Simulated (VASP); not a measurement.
Al2SiO: single point with PBE

The system is Al2SiO.

```
Al Si O
1.0
     2.65289    0.00000    0.00000
     0.00000    2.65289    0.00000
     0.00000    0.00000    8.26509
Al Si O
2 1 1
Cartesian
  1.3264 1.3264 5.6079
  1.3264 1.3264 2.6572
  1.3264 1.3264 0.0000
  0.0000 0.0000 4.1325
```

```json
{
  "Program": "VASP 6.6.1",
  "Task": "single point",
  "Functional": "PBE",
  "Potentials or basis": "VASP PAW PBE potentials, release 64 (Al, Si, O)",
  "Cutoff": "520 eV",
  "k mesh": "6 × 6 × 2",
  "Occupations": "gaussian, width 0.1 eV",
  "Spin": "collinear spin, ferromagnetic start",
  "Starting moments": "[0.0, 0.0, 0.0, 1.0] μB",
  "Dipole correction": "no",
  "Further INCAR settings": "ALGO = Normal; EDIFF = 1e-06; NBANDS = 20"
}
```

```yaml
Pressure: -0.5 GPa
Largest_force: 0.063 eV/Å
Band_gap_on_the_k_mesh: zero (filled and empty bands overlap)
Net_moment: 0.00 μB per cell
Valence_electrons_inside_the_program's_atomic_spheres: Al 0.75; Si 1.55; O 4.93
```

Forces on the atoms (eV/Å):
```
Al   0.000  0.000  0.063
Al   0.000  0.000 -0.063
Si   0.000  0.000  0.000
O    0.000  0.000  0.000
```

Stress tensor (GPa, compression positive):
```
-1.00  0.00  0.00
 0.00 -1.00  0.00
 0.00  0.00  0.63
```

Levels at points of the mesh, in eV from the Fermi level:
Spin up:
| k point | band 5 | band 6 | band 7 | band 8 | band 9 | band 10 | band 11 | band 12 |
| --- | --- | --- | --- | --- | --- | --- | --- | --- |
| (0.00, 0.00, 0.00) | -5.14 | -3.34 | -3.34 | 0.99 | 1.21 | 6.82 | 7.33 | 7.69 |
| (0.50, 0.00, 0.00) | -4.82 | -4.02 | -2.77 | -0.97 | -0.31 | 0.04 | 1.01 | 5.94 |
| (0.50, 0.50, 0.00) | -2.51 | -1.57 | -1.57 | 0.24 | 0.46 | 0.46 | 0.60 | 2.65 |
| (0.00, 0.00, 0.50) | -3.34 | -3.34 | -2.23 | -2.06 | 3.10 | 5.39 | 7.66 | 7.66 |
| (0.50, 0.00, 0.50) | -4.46 | -3.04 | -2.77 | -2.24 | -2.05 | 1.27 | 3.14 | 4.62 |
| (0.50, 0.50, 0.50) | -2.46 | -1.70 | -1.70 | -0.42 | 1.35 | 1.35 | 1.57 | 1.88 |
Spin down:
| k point | band 6 | band 7 | band 8 | band 9 | band 10 | band 11 |
| --- | --- | --- | --- | --- | --- | --- |
| (0.00, 0.00, 0.00) | -3.34 | -3.34 | 0.99 | 1.21 | 6.82 | 7.33 |
| (0.50, 0.00, 0.00) | -4.02 | -2.77 | -0.97 | -0.31 | 0.04 | 1.01 |
| (0.50, 0.50, 0.00) | -1.57 | -1.57 | 0.24 | 0.46 | 0.46 | 0.60 |
| (0.00, 0.00, 0.50) | -3.34 | -2.23 | -2.06 | 3.10 | 5.39 | 7.66 |
| (0.50, 0.00, 0.50) | -3.04 | -2.77 | -2.24 | -2.05 | 1.27 | 3.14 |
| (0.50, 0.50, 0.50) | -1.70 | -1.70 | -0.42 | 1.35 | 1.35 | 1.57 |

Wall time 18 s on 1 thread of Intel(R) Xeon(R) 6975P-C (Granite Rapids), on a shared host, peak memory 0.19 GiB.

Caveat: the k points lie up to 0.39 Å⁻¹ apart.
